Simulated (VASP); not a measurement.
Set up this calculation in VASP 6.6.1, as the native input.

```
Task                   : relaxation of cell and atoms
Functional             : PBE
Potentials or basis    : VASP PAW PBE potentials, release 64 (Ga_d, Ge_d, Se)
Cutoff                 : 600 eV
k mesh                 : 12 × 12 × 4
Occupations            : gaussian, width 0.1 eV
Spin                   : no spin polarisation
Dipole correction      : no
Further INCAR settings : ALGO = Normal; EDIFF = 1e-06; IBRION = 2; EDIFFG = -0.01; NSW = 100; ISIF = 3
```

The structure of Ga2GeSe2 lies in POSCAR:

```
Ga2GeSe2
1.0
    3.6973424930      0.0000000000      0.0000000000
   -1.8486712465      3.2019925254      0.0000000000
    0.0000000000      0.0000000000      9.9285675676
Ga Ge Se
2 1 2
Direct
    0.3333333333      0.6666666667      0.1981282521
    0.6666666667      0.3333333333      0.8018717479
    0.0000000000      0.0000000000      0.0000000000
    0.3333333333      0.6666666667      0.6715870908
    0.6666666667      0.3333333333      0.3284129092
```

One way to write it, as run:

INCAR

```
SYSTEM = Ga2GeSe2
ALGO = Normal
EDIFF = 1E-6
EDIFFG = -0.01
ENCUT = 600
GGA = PE
IBRION = 2
ISIF = 3
ISMEAR = 0
LASPH = .TRUE.
LCHARG = .FALSE.
LREAL = .FALSE.
LWAVE = .FALSE.
NELM = 80
NSW = 100
PREC = Accurate
SIGMA = 0.1
```

KPOINTS

```
k-points
0
G
  12 12 4
  0 0 0
```

Potentials or basis: VASP PAW PBE potentials, release 64 (Ga_d, Ge_d, Se).

Launch:

```console
$ cat potpaw_PBE.64/Ga_d/POTCAR potpaw_PBE.64/Ge_d/POTCAR potpaw_PBE.64/Se/POTCAR > POTCAR
$ mpirun -np 1 vasp_std > vasp.out
```

It gave:

```yaml
Relaxed_volume: 23.46 Å³/atom
Relaxed_cell: a = 3.712 Å, b = 3.712 Å, c = 9.834 Å, α = 90.00°, β = 90.00°, γ = 120.00°
Space_group_after_relaxing_to_0.05_Å: P-3m1 (No. 164)
Energy_gained_by_relaxing: 0.6 meV/atom
Ionic_steps: 8
Pressure_after_relaxing: 0.0 GPa
Largest_force_after_relaxing: 0.004 eV/Å
Band_gap_on_the_k_mesh: zero (band 26 reaches 5.86 eV, above the bottom of band 27 at 3.18 eV)
```

Caveat: this functional lacks dispersion, which binds the layers, so the pressure and a relaxed spacing across them are unreliable.

Wall time 23 min on 1 thread of Oxide Virtual Turin-like Processor, with other jobs on the host, peak memory 0.45 GiB.
